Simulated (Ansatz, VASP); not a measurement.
# One calculation of InSe, two programs

Contents of INCAR:

```
PREC = Accurate ; ENCUT = 520
EDIFF = 1E-6 ; ISMEAR = 0
SIGMA = 0.05 ; LREAL = Auto
LASPH = T ; NELM = 100
ALGO = Normal ; ISIF = 2
LWAVE = F ; LCHARG = F
GGA = PE ; NBANDS = 174
```

The input KPOINTS:

```
Automatic mesh
0
Gamma
  3 3 1
```

POSCAR

```
InSe
1.0
    8.0946590000      0.0000000000      0.0000000000
   -4.0473290000      7.0101800000      0.0000000000
    0.0000000000      0.0000000000     18.0520650000
In Se
16 16
Direct
    0.0000000000      0.0000000000      0.5773940000
    0.0000000000      0.5000000000      0.5773940000
    0.5000000000      0.0000000000      0.5773940000
    0.5000000000      0.5000000000      0.5773940000
    0.0000000000      0.0000000000      0.4226060000
    0.0000000000      0.5000000000      0.4226060000
    0.5000000000      0.0000000000      0.4226060000
    0.5000000000      0.5000000000      0.4226060000
    0.1666670000      0.3333330000      0.9226100000
    0.1666670000      0.8333330000      0.9226100000
    0.6666670000      0.3333330000      0.9226100000
    0.6666670000      0.8333330000      0.9226100000
    0.1666670000      0.3333330000      0.0773900000
    0.1666670000      0.8333330000      0.0773900000
    0.6666670000      0.3333330000      0.0773900000
    0.6666670000      0.8333330000      0.0773900000
    0.3333330000      0.1666670000      0.8530000000
    0.3333330000      0.6666670000      0.8530000000
    0.8333330000      0.1666670000      0.8530000000
    0.8333330000      0.6666670000      0.8530000000
    0.3333330000      0.1666670000      0.1470000000
    0.3333330000      0.6666670000      0.1470000000
    0.8333330000      0.1666670000      0.1470000000
    0.8333330000      0.6666670000      0.1470000000
    0.1666670000      0.3333330000      0.6470160000
    0.1666670000      0.8333330000      0.6470160000
    0.6666670000      0.3333330000      0.6470160000
    0.6666670000      0.8333330000      0.6470160000
    0.1666670000      0.3333330000      0.3529840000
    0.1666670000      0.8333330000      0.3529840000
    0.6666670000      0.3333330000      0.3529840000
    0.6666670000      0.8333330000      0.3529840000
```

Input for Ansatz:

```yaml
crystal:
  lattice:
    - [8.094659, 0.0, 0.0]
    - [-4.047329, 7.01018, 0.0]
    - [0.0, 0.0, 18.052065]
  atoms:
    - { symbol: In, position: [0.0, 0.0, 0.577394] }
    - { symbol: In, position: [0.0, 0.5, 0.577394] }
    - { symbol: In, position: [0.5, 0.0, 0.577394] }
    - { symbol: In, position: [0.5, 0.5, 0.577394] }
    - { symbol: In, position: [0.0, 0.0, 0.422606] }
    - { symbol: In, position: [0.0, 0.5, 0.422606] }
    - { symbol: In, position: [0.5, 0.0, 0.422606] }
    - { symbol: In, position: [0.5, 0.5, 0.422606] }
    - { symbol: In, position: [0.166667, 0.333333, 0.92261] }
    - { symbol: In, position: [0.166667, 0.833333, 0.92261] }
    - { symbol: In, position: [0.666667, 0.333333, 0.92261] }
    - { symbol: In, position: [0.666667, 0.833333, 0.92261] }
    - { symbol: In, position: [0.166667, 0.333333, 0.07739] }
    - { symbol: In, position: [0.166667, 0.833333, 0.07739] }
    - { symbol: In, position: [0.666667, 0.333333, 0.07739] }
    - { symbol: In, position: [0.666667, 0.833333, 0.07739] }
    - { symbol: Se, position: [0.333333, 0.166667, 0.853] }
    - { symbol: Se, position: [0.333333, 0.666667, 0.853] }
    - { symbol: Se, position: [0.833333, 0.166667, 0.853] }
    - { symbol: Se, position: [0.833333, 0.666667, 0.853] }
    - { symbol: Se, position: [0.333333, 0.166667, 0.147] }
    - { symbol: Se, position: [0.333333, 0.666667, 0.147] }
    - { symbol: Se, position: [0.833333, 0.166667, 0.147] }
    - { symbol: Se, position: [0.833333, 0.666667, 0.147] }
    - { symbol: Se, position: [0.166667, 0.333333, 0.647016] }
    - { symbol: Se, position: [0.166667, 0.833333, 0.647016] }
    - { symbol: Se, position: [0.666667, 0.333333, 0.647016] }
    - { symbol: Se, position: [0.666667, 0.833333, 0.647016] }
    - { symbol: Se, position: [0.166667, 0.333333, 0.352984] }
    - { symbol: Se, position: [0.166667, 0.833333, 0.352984] }
    - { symbol: Se, position: [0.666667, 0.333333, 0.352984] }
    - { symbol: Se, position: [0.666667, 0.833333, 0.352984] }
basis:
  ecutwfc: 420
  fft_grid_basis: typed
kpoints:
  mp_grid: { grid: [3, 3, 1] }
hamiltonian:
  xc: pbe
  pseudopotentials: { kind: paw }
scf:
  occupations: { method: gaussian, width: 0.05 }
output:
  forces: true
  stress: false
  eigenvalues: true
  bader: false
  write_density: true
  volumetric_format: npy
```

Alike in both runs: task single point; functional PBE; k mesh 3 × 3 × 1; occupations gaussian, width 0.05 eV; no spin polarisation.

```csv
,VASP,Ansatz
version,VASP 6.6.1,Ansatz 0.2.0
potentials or method,"VASP PAW PBE potentials, release 64 (In_d, Se), cutoff 520 eV","scalar-relativistic, plane waves, PAW"
valence electrons in the cell,304,464
```

|  | VASP | Ansatz | Ansatz less VASP |
| --- | --- | --- | --- |
| gap on the k mesh at the Fermi level (eV) | 0.72 | 0.73 | +0.012 |
| rms of the force components (eV/Å) | 0.108 | 0.105 | -0.0028 |

Atom by atom the forces differ by 0.005 eV/Å (rms over components). VASP's potentials hold 304 valence electrons a cell and Ansatz's 464, so a difference there can come from the potentials and not from the codes. Ansatz's warnings: structure snapped to symmetry.
